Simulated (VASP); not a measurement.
# AlN in VASP: notebook

AlN is run at these levels: r2SCAN; tasks: dielectric tensor.

Everything below comes from runs of VASP 6.6.1. Logs are shortened: lines on timing, memory, paths and dates and some standing lists are left out, and cuts for length are marked.

### 1 The cell of the first run

The structure is cubic, space group F-43m (No. 216). Conventional cell: a = 4.370 Å, b = 4.370 Å, c = 4.370 Å, α = 90.00°, β = 90.00°, γ = 90.00°. Al (site symmetry -43m) has 4 N at 1.89 Å within 2.5 Å. Within 2.5 Å of N (site symmetry -43m) lie 4 Al at 1.89 Å.

### 2 Dielectric tensor, r2SCAN

INCAR reads:

```
SYSTEM = AlN
  PREC = Accurate
  ENCUT = 520
  EDIFF = 1E-8
  ISMEAR = 0
  SIGMA = 0.01
  LREAL = .False.
  LASPH = .True.
  NELM = 60
  ALGO = Normal
  ISIF = 2
  LWAVE = .False.
  LCHARG = .False.
  METAGGA = R2SCAN
  LMIXTAU = .True.
  LCALCEPS = .True.
```

KPOINTS reads:

```
Automatic mesh
0
Gamma
  8 8 8
  0 0 0
```

POSCAR reads:

```
AlN
1.0
    0.0000000000      2.1848764125      2.1848764125
    2.1848764125      0.0000000000      2.1848764125
    2.1848764125      2.1848764125      0.0000000000
Al N
1 1
Direct
    0.0000000000      0.0000000000      0.0000000000
    0.2500000000      0.2500000000      0.2500000000
```

Potentials or basis: VASP PAW PBE potentials, release 64 (Al, N).

Run with:

```sh
$ cat potpaw_PBE.64/Al/POTCAR potpaw_PBE.64/N/POTCAR > POTCAR
$ mpirun -np 1 vasp_std > vasp.out
```

OUTCAR:

```text
SYSTEM = AlN
   PREC = Accurate
   ENCUT = 520
   EDIFF = 1E-8
   ISMEAR = 0
   LREAL = .False.
   LASPH = .True.
   NELM = 60
   ISIF = 2
   METAGGA = R2SCAN

 ion  position               nearest neighbor table
   1  0.000  0.000  0.000-   2 1.89   2 1.89   2 1.89   2 1.89
   2  0.250  0.250  0.250-   1 1.89   1 1.89   1 1.89   1 1.89

  LATTYP: Found a face centered cubic cell.
 ALAT       =     4.3697528250

  Lattice vectors:

 A1 = (   0.0000000000,   2.1848764125,   2.1848764125)
 A2 = (   2.1848764125,   0.0000000000,   2.1848764125)
 A3 = (   2.1848764125,   2.1848764125,   0.0000000000)

Analysis of symmetry for initial positions (statically):
=====================================================================
 Subroutine PRICEL returns:
 Original cell was already a primitive cell.

 Routine SETGRP: Setting up the symmetry group for a
 face centered cubic supercell.

 Subroutine GETGRP returns: Found 24 space group operations
 (whereof 24 operations were pure point group operations)
 out of a pool of 48 trial point group operations.

The static configuration has the point symmetry T_d .

Analysis of symmetry for dynamics (positions and initial velocities):
=====================================================================
 Subroutine PRICEL returns:
 Original cell was already a primitive cell.

 Routine SETGRP: Setting up the symmetry group for a
 face centered cubic supercell.

 Subroutine GETGRP returns: Found 24 space group operations
 (whereof 24 operations were pure point group operations)
 out of a pool of 48 trial point group operations.

The dynamic configuration has the point symmetry T_d .

 Subroutine INISYM returns: Found 24 space group operations
 (whereof 24 operations are pure point group operations),
 and found     1 'primitive' translations

----------------------------------------------------------------------------------------

                                     Primitive cell

  volume of cell :      20.8598

  direct lattice vectors                    reciprocal lattice vectors
     0.000000000  2.184876412  2.184876412    -0.228845896  0.228845896  0.228845896
     2.184876412  0.000000000  2.184876412     0.228845896 -0.228845896  0.228845896
     2.184876412  2.184876412  0.000000000     0.228845896  0.228845896 -0.228845896

  length of vectors
     3.089881855  3.089881855  3.089881855     0.396372719  0.396372719  0.396372719

  position of ions in fractional coordinates (direct lattice)
     0.000000000  0.000000000  0.000000000
     0.250000000  0.250000000  0.250000000

  ion indices of the primitive-cell ions
   primitive index   ion index
                 1           1
                 2           2

----------------------------------------------------------------------------------------

 KPOINTS: Automatic mesh

Automatic generation of k-mesh.
 Grid dimensions read from file:
 generate k-points for:    8    8    8

 Generating k-lattice:

  Cartesian coordinates                     Fractional coordinates (reciprocal lattice)
    -0.028605737  0.028605737  0.028605737     0.125000000  0.000000000  0.000000000
     0.028605737 -0.028605737  0.028605737     0.000000000  0.125000000  0.000000000
     0.028605737  0.028605737 -0.028605737     0.000000000  0.000000000  0.125000000

  Length of vectors
     0.049546590  0.049546590  0.049546590

  Shift w.r.t. Gamma in fractional coordinates (k-lattice)
     0.000000000  0.000000000  0.000000000

 Subroutine IBZKPT returns following result:
 ===========================================

 Found     29 irreducible k-points:

 Following reciprocal coordinates:
            Coordinates               Weight
  0.000000  0.000000  0.000000      1.000000
  0.125000  0.000000  0.000000      8.000000
  0.250000  0.000000  0.000000      8.000000
  0.375000  0.000000  0.000000      8.000000
  0.500000  0.000000  0.000000      4.000000
  0.125000  0.125000  0.000000      6.000000
[... 16 lines left out ...]
  0.500000  0.250000  0.125000     48.000000
 -0.375000  0.250000  0.125000     24.000000
 [... further k-points ...]
   k-points           NKPTS =     29   k-points in BZ     NKDIM =     29   number of bands    NBANDS=      8
   number of dos      NEDOS =    301   number of ions     NIONS =      2
   total plane-waves  NPLWV =  13824
   dimension x,y,z NGX =    24 NGY =   24 NGZ =   24
   dimension x,y,z NGXF=    48 NGYF=   48 NGZF=   48
   ions per type =               1   1
   NGX,Y,Z   is equivalent  to a cutoff of  12.91, 12.91, 12.91 a.u.
   NGXF,Y,Z  is equivalent  to a cutoff of  25.83, 25.83, 25.83 a.u.
 SYSTEM =  AlN
   PREC   = accura    normal or accurate (medium, high low for compatibility)
   ISTART =      0    job   : 0-new  1-cont  2-samecut
   ICHARG =      2    charge: 1-file 2-atom 10-const
   ISPIN  =      1    spin polarized calculation?
   LNONCOLLINEAR =      F non collinear calculations
   LSORBIT =      F    spin-orbit coupling
   LASPH  =      T    aspherical Exc in radial PAW
   ENCUT  =  520.0 eV  38.22 Ry    6.18 a.u.   5.75  5.75  5.75*2*pi/ulx,y,z
   NELM   =     60;   NELMIN=  2; NELMDL= -5     # of ELM steps
   EDIFF  = 0.1E-07   stopping-criterion for ELM
   LREAL  =      F    real-space projection
   EDIFFG = 0.1E-06   stopping-criterion for IOM
   NSW    =      0    number of steps for IOM
   IBRION =     -1    ionic relax: 0-MD 1-quasi-New 2-CG
   NFREE  =      0    steps in history (QN), initial steepest desc. (CG)
   ISIF   =      2    stress and relaxation
   ISYM   =      2    0-nonsym 1-usesym 2-fastsym
   POTIM  = 0.5000    time-step for ionic-motion
   TEBEG  =    0.0;   TEEND  =   0.0 temperature during run
   PSTRESS=    0.0 pullay stress
   NELECT =       8.0000    total number of electrons
   NUPDOWN=      -1.0000    fix difference up-down
   EMIN   =  10.00;   EMAX   =-10.00  energy-range for DOS
   EFERMI =   0.00;   METHOD = LEGACY
   ISMEAR =     0;   SIGMA  =   0.01  broadening in eV -4-tet -1-fermi 0-gaus
   EFERMI_NEDOS =   21; number of points for ismear=-14 and -15
   IALGO  =     38    algorithm
   IMIX   =      4    mixing-type and parameters
     AMIX     =   0.40;   BMIX     =  1.00
     AMIX_MAG =   1.60;   BMIX_MAG =  1.00
  volume/ion in A,a.u.               =      10.43        70.38
  Fermi-wavevector in a.u.,A,eV,Ry     =   1.189418  2.247675 19.248378  1.414716
  Thomas-Fermi vector in A             =   2.325526
   LORBIT       =      0    0 simple, 1 ext, 2 COOP (PROOUT), +10 PAW based schemes
   METAGGA = R2SCAN    functional components
   LHFCALC =     F    Hartree Fock is set to
   AEXX    =    0.0000 exact exchange contribution
   IVDW    =     0    specifies the selected vdW correction
   LEPSILON=     F    determine dielectric tensor
   LRPA    =     F    only Hartree local field effects (RPA)
   LRPA       =     F
 non-spin polarized calculation
 Gauss-broadening in eV      SIGMA  =   0.01
  energy-cutoff  :      520.00
  volume of cell :       20.86
 maximum number of plane-waves:       588
   NGX = 11   NGY = 11   NGZ = 11

 number of electron       8.0000000 magnetization

 Free energy of the ion-electron system (eV)
  ---------------------------------------------------
  ext. energy  EPLUGINS =         0.00000000
  ---------------------------------------------------
  free energy    TOTEN  =       -19.17963508 eV

  energy without entropy =      -19.17963508  energy(sigma->0) =      -19.17963508

 E-fermi :   5.7331     XC(G=0): -11.4129

 val. band max:        5.6819547625   @ k =   0.0000   0.0000   0.0000
 cond. band min:   10000.0000000000   @ k =   0.0000   0.0000   0.0000
 fundamental gap:   9994.3180452375
 Fermi energy:         5.7330927013

 k-point     1 :       0.0000    0.0000    0.0000
  band No.  band energies     occupation
      1     -10.0528      2.00000
      2       5.6817      2.00000
      3       5.6819      2.00000
      4       5.6820      2.00000
      5   10000.0000      0.00000
      6   10000.0000      0.00000
      7   10000.0000      0.00000
      8   10000.0000      0.00000

 k-point     2 :       0.1250    0.0000    0.0000
  band No.  band energies     occupation
      1      -9.8257      2.00000
      2       4.5112      2.00000
      3       5.6027      2.00000
      4       5.6028      2.00000
      5   10000.0000      0.00000
      6   10000.0000      0.00000
      7   10000.0000      0.00000
      8   10000.0000      0.00000

 k-point     3 :       0.2500    0.0000    0.0000
  band No.  band energies     occupation
      1      -9.2064      2.00000
      2       2.4004      2.00000
      3       5.4237      2.00000
      4       5.4239      2.00000
      5   10000.0000      0.00000
      6   10000.0000      0.00000
      7   10000.0000      0.00000
      8   10000.0000      0.00000

 k-point     4 :       0.3750    0.0000    0.0000
  band No.  band energies     occupation
      1      -8.4360      2.00000
      2       0.5615      2.00000
      3       5.2599      2.00000
      4       5.2601      2.00000
      5   10000.0000      0.00000
      6   10000.0000      0.00000
      7   10000.0000      0.00000
      8   10000.0000      0.00000

 k-point     5 :       0.5000    0.0000    0.0000
  band No.  band energies     occupation
      1      -8.0435      2.00000
      2      -0.2090      2.00000
      3       5.1959      2.00000
      4       5.1960      2.00000
      5   10000.0000      0.00000
      6   10000.0000      0.00000
      7   10000.0000      0.00000
      8   10000.0000      0.00000
[... 177 lines left out ...]
 k-point    22 :       0.3750    0.2500    0.1250
  band No.  band energies     occupation
      1      -8.7109      2.00000
      2       2.0910      2.00000
      3       4.1931      2.00000
      4       5.0757      2.00000
      5   10000.0000      0.00000
      6   10000.0000      0.00000
      7   10000.0000      0.00000
      8   10000.0000      0.00000

 k-point    23 :       0.5000    0.2500    0.1250
  band No.  band energies     occupation
      1      -8.0501      2.00000
      2       1.0290      2.00000
      3       3.5992      2.00000
      4       4.7474      2.00000
      5   10000.0000      0.00000
      6   10000.0000      0.00000
      7   10000.0000      0.00000
      8   10000.0000      0.00000

 k-point    24 :      -0.3750    0.2500    0.1250
  band No.  band energies     occupation
      1      -7.7277      2.00000
      2       0.5169      2.00000
      3       3.4449      2.00000
      4       4.5595      2.00000
      5   10000.0000      0.00000
      6   10000.0000      0.00000
      7   10000.0000      0.00000
      8   10000.0000      0.00000

 [... further k-points ...]

------------------------ aborting loop because EDIFF is reached ----------------------------------------

            Ionic dipole moment: p[ion]=(     5.46219     5.46219     5.46219 ) |e| Angst

 Total electronic dipole moment: p[elc]=(     0.00015     0.00015     0.00389 ) |e| Angst

 MACROSCOPIC STATIC DIELECTRIC TENSOR (including local field effects)
 ------------------------------------------------------
           4.242639    -0.000000    -0.000000
           0.000000     4.242639    -0.000000
          -0.000000     0.000000     4.242639
 ------------------------------------------------------

 PIEZOELECTRIC TENSOR (including local field effects) (e Angst)
          XX          YY          ZZ          XY          YZ          ZX
  --------------------------------------------------------------------------------
  x     0.00000     0.00000     0.00000     0.00000    -0.77392     0.00000
  y     0.00000     0.00000     0.00000    -0.00000     0.00000    -0.77392
  z    -0.00000    -0.00000     0.00000    -0.77392    -0.00000     0.00000

 PIEZOELECTRIC TENSOR (including local field effects) (C/m^2)
          XX          YY          ZZ          XY          YZ          ZX
  --------------------------------------------------------------------------------
  x     0.00000     0.00000     0.00000     0.00000    -0.59442     0.00000
  y     0.00000     0.00000     0.00000    -0.00000     0.00000    -0.59442
  z    -0.00000    -0.00000     0.00000    -0.59442    -0.00000     0.00000

 BORN EFFECTIVE CHARGES (including local field effects) (in |e|, cummulative output)
 ---------------------------------------------------------------------------------
 ion    1
    1     2.51819     0.00000     0.00000
    2     0.00000     2.51819    -0.00000
    3     0.00000    -0.00000     2.51819
 ion    2
    1    -2.51819     0.00000     0.00000
    2     0.00000    -2.51819     0.00000
    3    -0.00000     0.00000    -2.51819

  FORCE on cell =-STRESS in cart. coord.  units (eV):
  Direction    XX          YY          ZZ          XY          YZ          ZX
  --------------------------------------------------------------------------------------
  -------------------------------------------------------------------------------------
  Total       -0.0505186     -0.0505186     -0.0505186      0.0000000      0.0000000      0.0000000
  in kB       -3.8801753     -3.8801753     -3.8801753      0.0000000      0.0000000      0.0000000
  external PRESSURE =      -3.8801753 kB  Pullay stress =       0.0000000 kB

 VOLUME and BASIS-vectors are now :
 -----------------------------------------------------------------------------
  energy-cutoff  :      520.00
  volume of cell :       20.86
      direct lattice vectors                 reciprocal lattice vectors
     0.000000000  2.184876412  2.184876412    -0.228845896  0.228845896  0.228845896
     2.184876412  0.000000000  2.184876412     0.228845896 -0.228845896  0.228845896
     2.184876412  2.184876412  0.000000000     0.228845896  0.228845896 -0.228845896

 POSITION                                       TOTAL-FORCE (eV/Angst)
 -----------------------------------------------------------------------------------
      0.00000      0.00000      0.00000        -0.000000     -0.000000     -0.000000
      1.09244      1.09244      1.09244         0.000000      0.000000      0.000000
 -----------------------------------------------------------------------------------
    total drift:                               -0.000000     -0.000000     -0.000000

  FREE ENERGIE OF THE ION-ELECTRON SYSTEM (eV)
  ---------------------------------------------------
  free  energy   TOTEN  =       -19.1796350838 eV

  energy  without entropy=      -19.1796350838  energy(sigma->0) =      -19.17963508
```

It took 14 min on 1 thread of AMD EPYC 9R45 (Zen 5), shared host; peak memory 0.22 GiB.

What came out:

| Property | Result |
| --- | --- |
| Band gap on the k mesh | 3.93 eV, indirect (least direct gap 4.88 eV) |
| Electronic dielectric tensor (diagonal) | 4.24 |
| Born charges (mean of the diagonal) | Al +2.52; N -2.52 e |

Levels at points of the mesh, in eV from the valence-band top:
```csv
k point,band 1,band 2,band 3,band 4,band 5,band 6,band 7,band 8
"(0.00, 0.00, 0.00)",-15.73,0.00,0.00,0.00,4.88,13.51,13.51,13.51
"(0.50, 0.00, 0.00)",-13.73,-5.89,-0.49,-0.49,8.20,10.82,11.94,11.94
"(0.50, 0.50, 0.00)",-13.10,-4.95,-1.81,-1.81,3.93,9.47,15.18,16.94
```

Electronic dielectric tensor:
```
4.24 0.00 0.00
0.00 4.24 0.00
0.00 0.00 4.24
```

Born effective charge tensors (e):
atom 1, Al
```
2.52 0.00 0.00
0.00 2.52 0.00
0.00 0.00 2.52
```
atom 2, N
```
-2.52  0.00  0.00
 0.00 -2.52  0.00
 0.00  0.00 -2.52
```

Dipole moments of the cell (e·Å, modulo the quantum): ionic 5.462, 5.462, 5.462; electronic 0.000, 0.000, 0.004

Caveat: the PAW data sets were made with another functional, which shifts forces and pressure a little.

(Part 1 of 2 ends here.)
